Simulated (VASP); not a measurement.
Write the native input for VASP 6.6.1 that does the following.

| Item | Value |
| --- | --- |
| Task | single point |
| Functional | PBE |
| Potentials or basis | VASP PAW PBE potentials, release 64 (Sn_d, Se) |
| Cutoff | 520 eV |
| k mesh | 13 × 13 × 7 |
| Occupations | fermi-dirac, width 0.02 eV |
| Spin | no spin polarisation |
| Dipole correction | no |
| Further INCAR settings | ALGO = Normal; EDIFF = 1e-06; NBANDS = 20 |

The structure of SnSe2 lies in POSCAR:

```
SnSe2
1.0
    3.7854220481      0.0000000000      0.0000000000
   -1.8927110240      3.2782716577      0.0000000000
    0.0000000000      0.0000000000      6.0948175511
Sn Se
1 2
Direct
    0.0000000000      0.0000000000      0.0000000000
    0.3333333333      0.6666666667      0.2643841085
    0.6666666667      0.3333333333      0.7356158915
```

The input as run:

INCAR

```
SYSTEM = SnSe2
ALGO = Normal
EDIFF = 1E-6
ENCUT = 520
GGA = PE
ISIF = 2
ISMEAR = -1
LASPH = .TRUE.
LCHARG = .TRUE.
LELF = .TRUE.
LREAL = .FALSE.
LVHAR = .TRUE.
LWAVE = .FALSE.
NBANDS = 20
NELM = 60
PREC = Accurate
SIGMA = 0.02
```

KPOINTS

```
k-points
0
G
  13 13 7
  0 0 0
```

Potentials or basis: VASP PAW PBE potentials, release 64 (Sn_d, Se).

Launch:

```sh
$ cat potpaw_PBE.64/Sn_d/POTCAR potpaw_PBE.64/Se/POTCAR > POTCAR
$ mpirun -np 1 vasp_std > vasp.out
```

Results of the run:

* Pressure: 3.6 GPa
* Largest force: 0.006 eV/Å
* Band gap on the k mesh: 0.50 eV (least direct gap 1.14 eV)

Caveat: the cell stands under pressure; semilocal functionals underestimate gaps, and a narrow one can read as zero; spin-orbit coupling is left out, which moves the levels of the heavy elements; this functional lacks dispersion, which binds layers or chains, so the pressure and a relaxed spacing across them are unreliable.

Run time: 3.2 min on 1 thread of Intel(R) Xeon(R) Platinum 8259CL CPU @ 2.50GHz (Skylake/Cascade Lake), with other jobs on the host, peak memory 0.31 GiB.
